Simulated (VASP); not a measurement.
# MgF2 (P4_2/mnm) in VASP: relaxation of shape and atoms at fixed volume with r2SCAN

Aim: the relaxation of shape and atoms at fixed volume of MgF2 with r2SCAN.

Everything below comes from runs of VASP 6.6.1. Logs are shortened: lines on timing, memory, paths and dates and some standing lists are left out, and cuts for length are marked.

### 1 The cell of the first run

It takes space group P4_2/mnm (No. 136, tetragonal). The conventional cell has a = 4.575 Å, b = 4.575 Å, c = 3.015 Å, α = 90.00°, β = 90.00°, γ = 90.00°. Within 2.6 Å of Mg (site symmetry mmm) lie 6 F at 1.96 to 1.97 Å. F (site symmetry m2m) has 3 Mg at 1.96 to 1.97 Å and 1 F at 2.55 Å within 2.6 Å.

### 2 Relaxation of shape and atoms at fixed volume, r2SCAN (10.52 Å³/atom)

Contents of POSCAR:

```
MgF2
1.0
    4.5751897157      0.0000000000      0.0000000000
    0.0000000000      4.5751897157      0.0000000000
    0.0000000000      0.0000000000      3.0153392770
Mg F
2 4
Direct
    0.0000000000      0.0000000000      0.0000000000
    0.5000000000      0.5000000000      0.5000000000
    0.3029437417      0.3029437417      0.0000000000
    0.1970562583      0.8029437417      0.5000000000
    0.6970562583      0.6970562583      0.0000000000
    0.8029437417      0.1970562583      0.5000000000
```

Contents of INCAR.step1:

```
PREC = Accurate ; ENCUT = 660
ISMEAR = 0 ; SIGMA = 0.02
LREAL = False ; LASPH = True
NELM = 120 ; GGA = PE
ALGO = Normal ; EDIFF = 1E-5
LWAVE = True ; LCHARG = False
GGA_COMPAT = False ; IBRION = 2
ISIF = 3 ; EDIFFG = -0.005
NELMIN = 4 ; NSW = 100
```

Contents of INCAR.step2:

```
PREC = Accurate ; ENCUT = 660
EDIFF = 1E-7 ; ISMEAR = 0
SIGMA = 0.02 ; LREAL = False
LASPH = True ; NELM = 120
ALGO = Normal ; ISIF = 4
LWAVE = False ; LCHARG = False
METAGGA = R2SCAN ; LMIXTAU = True
IBRION = 2 ; NSW = 50
EDIFFG = -0.01 ; ISTART = 1
GGA_COMPAT = False ; NELMIN = 4
```

Contents of KPOINTS:

```
regular mesh
0
Gamma
  6 6 8
```

Potentials or basis: VASP PAW PBE potentials, release 64 (Mg, F).

Command:

```
$ cat potpaw_PBE.64/Mg/POTCAR potpaw_PBE.64/F/POTCAR > POTCAR
$ cp INCAR.step1 INCAR
$ mpirun -np 1 vasp_std > vasp.out
$ cp INCAR.step2 INCAR
$ mpirun -np 1 vasp_std > vasp.out
```

OUTCAR:

```text
PREC = Accurate
   ENCUT = 660
   EDIFF = 1E-7
   ISMEAR = 0
   LREAL = False
   LASPH = True
   NELM = 120
   ISIF = 4
   METAGGA = R2SCAN
   IBRION = 2
   NSW = 50
   EDIFFG = -0.01
   ISTART = 1
   NELMIN = 4

 ion  position               nearest neighbor table
   1  0.000  0.000  0.000-   3 1.96   5 1.96   4 1.97   6 1.97   4 1.97   6 1.97   2 3.57   2 3.57
                             2 3.57   2 3.57   2 3.57   2 3.57   2 3.57   2 3.57
   2  0.500  0.500  0.500-   4 1.96   6 1.96   5 1.97   3 1.97   3 1.97   5 1.97   1 3.57   1 3.57
                             1 3.57   1 3.57   1 3.57   1 3.57   1 3.57   1 3.57
   3  0.303  0.303  0.000-   1 1.96   2 1.97   2 1.97
   4  0.197  0.803  0.500-   2 1.96   1 1.97   1 1.97
   5  0.697  0.697  0.000-   1 1.96   2 1.97   2 1.97
   6  0.803  0.197  0.500-   2 1.96   1 1.97   1 1.97

  LATTYP: Found a simple tetragonal cell.
 ALAT       =     4.5751897157
 C/A-ratio  =     0.6590632224

  Lattice vectors:

 A1 = (   4.5751897157,   0.0000000000,   0.0000000000)
 A2 = (   0.0000000000,   4.5751897157,   0.0000000000)
 A3 = (   0.0000000000,   0.0000000000,   3.0153392770)

Analysis of symmetry for initial positions (statically):
=====================================================================
 Subroutine PRICEL returns:
 Original cell was already a primitive cell.

 Routine SETGRP: Setting up the symmetry group for a
 simple tetragonal supercell.

 Subroutine GETGRP returns: Found 16 space group operations
 (whereof  8 operations were pure point group operations)
 out of a pool of 16 trial point group operations.

The static configuration has the point symmetry D_2h.
 The point group associated with its full space group is D_4h.

Analysis of symmetry for dynamics (positions and initial velocities):
=====================================================================
 Subroutine PRICEL returns:
 Original cell was already a primitive cell.

 Routine SETGRP: Setting up the symmetry group for a
 simple tetragonal supercell.

 Subroutine GETGRP returns: Found 16 space group operations
 (whereof  8 operations were pure point group operations)
 out of a pool of 16 trial point group operations.

The dynamic configuration has the point symmetry D_2h.
 The point group associated with its full space group is D_4h.

 Subroutine INISYM returns: Found 16 space group operations
 (whereof  8 operations are pure point group operations),
 and found     1 'primitive' translations

----------------------------------------------------------------------------------------

                                     Primitive cell

  volume of cell :      63.1182

  direct lattice vectors                    reciprocal lattice vectors
     4.575189716  0.000000000  0.000000000     0.218570171  0.000000000  0.000000000
     0.000000000  4.575189716  0.000000000     0.000000000  0.218570171  0.000000000
     0.000000000  0.000000000  3.015339277     0.000000000  0.000000000  0.331637639

  length of vectors
     4.575189716  4.575189716  3.015339277     0.218570171  0.218570171  0.331637639

  position of ions in fractional coordinates (direct lattice)
     0.000000000  0.000000000  0.000000000
     0.500000000  0.500000000  0.500000000
     0.302943742  0.302943742  0.000000000
     0.197056258  0.802943742  0.500000000
     0.697056258  0.697056258  0.000000000
     0.802943742  0.197056258  0.500000000

  ion indices of the primitive-cell ions
   primitive index   ion index
                 1           1
                 2           2
                 3           3
                 4           4
                 5           5
                 6           6

----------------------------------------------------------------------------------------

 KPOINTS: regular mesh

Automatic generation of k-mesh.
 Grid dimensions read from file:
 generate k-points for:    6    6    8

 Generating k-lattice:

  Cartesian coordinates                     Fractional coordinates (reciprocal lattice)
     0.036428362  0.000000000  0.000000000     0.166666667  0.000000000  0.000000000
     0.000000000  0.036428362  0.000000000     0.000000000  0.166666667  0.000000000
     0.000000000  0.000000000  0.041454705     0.000000000  0.000000000  0.125000000

  Length of vectors
     0.036428362  0.036428362  0.041454705

  Shift w.r.t. Gamma in fractional coordinates (k-lattice)
     0.000000000  0.000000000  0.000000000

 Subroutine IBZKPT returns following result:
 ===========================================

 Found     50 irreducible k-points:

 Following reciprocal coordinates:
            Coordinates               Weight
  0.000000  0.000000  0.000000      1.000000
  0.166667  0.000000  0.000000      4.000000
  0.333333  0.000000  0.000000      4.000000
  0.500000  0.000000  0.000000      2.000000
  0.166667  0.166667  0.000000      4.000000
  0.333333  0.166667  0.000000      8.000000
[... 16 lines left out ...]
  0.333333  0.000000  0.250000      8.000000
  0.500000  0.000000  0.250000      4.000000
 [... further k-points ...]
   k-points           NKPTS =     50   k-points in BZ     NKDIM =     50   number of bands    NBANDS=     20
   number of dos      NEDOS =    301   number of ions     NIONS =      6
   total plane-waves  NPLWV =  44800
   dimension x,y,z NGX =    40 NGY =   40 NGZ =   28
   dimension x,y,z NGXF=    80 NGYF=   80 NGZF=   56
   ions per type =               2   4
   NGX,Y,Z   is equivalent  to a cutoff of  14.53, 14.53, 15.44 a.u.
   NGXF,Y,Z  is equivalent  to a cutoff of  29.07, 29.07, 30.87 a.u.
 SYSTEM =  unknown system
   PREC   = accura    normal or accurate (medium, high low for compatibility)
   ISTART =      1    job   : 0-new  1-cont  2-samecut
   ICHARG =      0    charge: 1-file 2-atom 10-const
   ISPIN  =      1    spin polarized calculation?
   LNONCOLLINEAR =      F non collinear calculations
   LSORBIT =      F    spin-orbit coupling
   LASPH  =      T    aspherical Exc in radial PAW
   ENCUT  =  660.0 eV  48.51 Ry    6.96 a.u.   9.58  9.58  6.32*2*pi/ulx,y,z
   NELM   =    120;   NELMIN=  4; NELMDL=  0     # of ELM steps
   EDIFF  = 0.1E-06   stopping-criterion for ELM
   LREAL  =      F    real-space projection
   EDIFFG = -.1E-01   stopping-criterion for IOM
   NSW    =     50    number of steps for IOM
   IBRION =      2    ionic relax: 0-MD 1-quasi-New 2-CG
   NFREE  =      1    steps in history (QN), initial steepest desc. (CG)
   ISIF   =      4    stress and relaxation
   ISYM   =      2    0-nonsym 1-usesym 2-fastsym
   POTIM  = 0.5000    time-step for ionic-motion
   TEBEG  =    0.0;   TEEND  =   0.0 temperature during run
   PSTRESS=    0.0 pullay stress
   NELECT =      32.0000    total number of electrons
   NUPDOWN=      -1.0000    fix difference up-down
   EMIN   =  10.00;   EMAX   =-10.00  energy-range for DOS
   EFERMI =   0.00;   METHOD = LEGACY
   ISMEAR =     0;   SIGMA  =   0.02  broadening in eV -4-tet -1-fermi 0-gaus
   EFERMI_NEDOS =   21; number of points for ismear=-14 and -15
   IALGO  =     38    algorithm
   IMIX   =      4    mixing-type and parameters
     AMIX     =   0.40;   BMIX     =  1.00
     AMIX_MAG =   1.60;   BMIX_MAG =  1.00
  volume/ion in A,a.u.               =      10.52        70.99
  Fermi-wavevector in a.u.,A,eV,Ry     =   1.305389  2.466828 23.184886  1.704041
  Thomas-Fermi vector in A             =   2.436262
   LORBIT       =      0    0 simple, 1 ext, 2 COOP (PROOUT), +10 PAW based schemes
   METAGGA = R2SCAN    functional components
   LHFCALC =     F    Hartree Fock is set to
   AEXX    =    0.0000 exact exchange contribution
   IVDW    =     0    specifies the selected vdW correction
   LEPSILON=     F    determine dielectric tensor
   LRPA    =     F    only Hartree local field effects (RPA)
 conjugate gradient relaxation of ions
 non-spin polarized calculation
 Gauss-broadening in eV      SIGMA  =   0.02
  energy-cutoff  :      660.00
  volume of cell :       63.12
 maximum number of plane-waves:      2464
 NGX is ok and might be reduce to    40
   NGX = 19   NGY = 19   NGZ = 13

--------------------------------------- Ionic step        1  -------------------------------------------

 number of electron      32.0000009 magnetization

 Free energy of the ion-electron system (eV)
  ---------------------------------------------------
  ext. energy  EPLUGINS =         0.00000000
  ---------------------------------------------------
  free energy    TOTEN  =       -43.84818492 eV

  energy without entropy =      -43.84818492  energy(sigma->0) =      -43.84818492

------------------------ aborting loop because EDIFF is reached ----------------------------------------

  FORCE on cell =-STRESS in cart. coord.  units (eV):
  Direction    XX          YY          ZZ          XY          YZ          ZX
  --------------------------------------------------------------------------------------
  -------------------------------------------------------------------------------------
  Total        0.7474843      0.7474843      0.8845944      0.0000000      0.0000000      0.0000000
  in kB       18.9739719     18.9739719     22.4543436      0.0000000      0.0000000      0.0000000
  external PRESSURE =      20.1340958 kB  Pullay stress =       0.0000000 kB
[... 65 lines left out ...]
  energy  without entropy=      -43.8484577689  energy(sigma->0) =      -43.84845777

--------------------------------------- Ionic step        3  -------------------------------------------

 number of electron      32.0000010 magnetization

 Free energy of the ion-electron system (eV)
  ---------------------------------------------------
  ext. energy  EPLUGINS =         0.00000000
  ---------------------------------------------------
  free energy    TOTEN  =       -43.84848138 eV

  energy without entropy =      -43.84848138  energy(sigma->0) =      -43.84848138

 E-fermi :  -1.5389     XC(G=0): -10.4175

 val. band max:       -1.6601961111   @ k =   0.0000   0.0000   0.0000
 cond. band min:       6.5913946644   @ k =   0.0000   0.0000   0.0000
 fundamental gap:      8.2515907754
 Fermi energy:        -1.5388674757

 k-point     1 :       0.0000    0.0000    0.0000
  band No.  band energies     occupation
      1     -23.6486      2.00000
      2     -22.8089      2.00000
      3     -22.8089      2.00000
      4     -22.7091      2.00000
      5      -5.8302      2.00000
      6      -4.3084      2.00000
[... 12 lines left out ...]
     19      11.8256      0.00000
[... 513 lines left out ...]
      4     -22.7276      2.00000
      5      -4.8418      2.00000
      6      -4.8418      2.00000
[... 12 lines left out ...]
     19      14.2541      0.00000
     20      14.2541      0.00000

 [... further k-points ...]

------------------------ aborting loop because EDIFF is reached ----------------------------------------

  FORCE on cell =-STRESS in cart. coord.  units (eV):
  Direction    XX          YY          ZZ          XY          YZ          ZX
  --------------------------------------------------------------------------------------
  -------------------------------------------------------------------------------------
  Total        0.7654782      0.7654782      0.7669721      0.0000000      0.0000000      0.0000000
  in kB       19.4307264     19.4307264     19.4686467      0.0000000      0.0000000      0.0000000
  external PRESSURE =      19.4433665 kB  Pullay stress =       0.0000000 kB
[... 21 lines left out ...]
  FREE ENERGIE OF THE ION-ELECTRON SYSTEM (eV)
  ---------------------------------------------------
  free  energy   TOTEN  =       -43.8484813802 eV

  energy  without entropy=      -43.8484813802  energy(sigma->0) =      -43.84848138

 reached required accuracy - stopping structural energy minimisation
```

It took 23 min on 1 thread of Oxide Virtual Turin-like, shared host; peak memory 0.24 GiB.

What came out:

```yaml
Free_energy: -43.8485 eV
Energy_gained_by_relaxing: 0.0 meV/atom
Ionic_steps: 3
Pressure_after_relaxing: 1.9 GPa
Band_gap_on_the_k_mesh: 8.25 eV
```

The path:
| step | energy change (eV) | largest force (eV/Å) | pressure (GPa) | volume (Å³) |
| --- | --- | --- | --- | --- |
| 1 | 0.0000 | 0.0410 | 2.01 | 63.12 |
| 2 | -0.0003 | 0.0115 | 1.96 | 63.12 |
| 3 | -0.0003 | 0.0001 | 1.94 | 63.12 |

Final structure:
```yaml
crystal:
  lattice:
    - [4.57284, 0.00000, 0.00000]
    - [0.00000, 4.57284, 0.00000]
    - [0.00000, 0.00000, 3.01843]
  atoms:
    - { symbol: Mg, position: [0.00000, 0.00000, 0.00000] }
    - { symbol: Mg, position: [0.50000, 0.50000, 0.50000] }
    - { symbol: F, position: [0.30252, 0.30252, 0.00000] }
    - { symbol: F, position: [0.19748, 0.80252, 0.50000] }
    - { symbol: F, position: [0.69748, 0.69748, 0.00000] }
    - { symbol: F, position: [0.80252, 0.19748, 0.50000] }
```

Levels at points of the mesh, in eV from the valence-band top:
```tsv
k point	band 13	band 14	band 15	band 16	band 17	band 18	band 19	band 20
(0.00, 0.00, 0.00)	-0.73	-0.33	-0.33	0.00	8.25	13.49	13.49	14.98
(0.50, 0.00, 0.00)	-1.00	-1.00	-0.39	-0.39	10.73	10.73	14.78	14.78
(0.50, 0.50, 0.00)	-0.98	-0.98	-0.83	-0.83	12.46	12.46	12.66	12.66
(0.00, 0.00, 0.50)	-1.23	-1.23	-0.90	-0.90	13.14	13.14	16.30	16.30
(0.50, 0.00, 0.50)	-0.76	-0.76	-0.71	-0.71	14.04	14.04	14.89	14.89
(0.50, 0.50, 0.50)	-0.65	-0.65	-0.49	-0.49	14.46	14.46	14.89	14.89
```

Caveat: the PAW data sets were made with another functional, which shifts forces and pressure a little.
